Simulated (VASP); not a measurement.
Set up this calculation in VASP 6.6.1, as the native input.

```
Task                   : single point
Functional             : PBE
Potentials or basis    : VASP PAW PBE potentials, release 64 (Ca_sv)
Cutoff                 : 520 eV
k mesh                 : 12 × 12 × 12
Occupations            : gaussian, width 0.1 eV
Spin                   : no spin polarisation
Dipole correction      : no
Further INCAR settings : ALGO = Fast; EDIFF = 1e-07; NBANDS = 11
```

The structure of Ca lies in POSCAR:

```
Ca
1.0
    3.5388232182      0.0000000000      0.0000000000
    0.0000000000      3.5388232182      0.0000000000
    0.0000000000      0.0000000000      3.5388232182
Ca
1
Direct
    0.0000000000      0.0000000000      0.0000000000
```

This cell differs from its parent crystal: strained.

The input as run:

INCAR

```
SYSTEM = Ca
ALGO = Fast ; EDIFF = 1E-7
ENCUT = 520 ; GGA = PE
ISIF = 2 ; ISMEAR = 0
LASPH = .TRUE. ; LCHARG = .FALSE.
LREAL = .FALSE. ; LWAVE = .FALSE.
NBANDS = 11 ; NELM = 100
PREC = Accurate ; SIGMA = 0.1
```

KPOINTS

```
k-points
0
G
  12 12 12
  0 0 0
```

Potentials or basis: VASP PAW PBE potentials, release 64 (Ca_sv).

The run is started by

```console
$ cat potpaw_PBE.64/Ca_sv/POTCAR > POTCAR
$ mpirun -np 1 vasp_std > vasp.out
```

Results of the run:

```yaml
Pressure: -0.2 GPa
Band_gap_on_the_k_mesh: zero (band 5 reaches 2.38 eV, above the bottom of band 6 at 1.17 eV)
```

Caveat: the cell differs from its parent crystal (strained).

Wall time 24 s on 1 thread of AMD EPYC 9R45 (Zen 5) (shared host), peak memory 0.14 GiB.
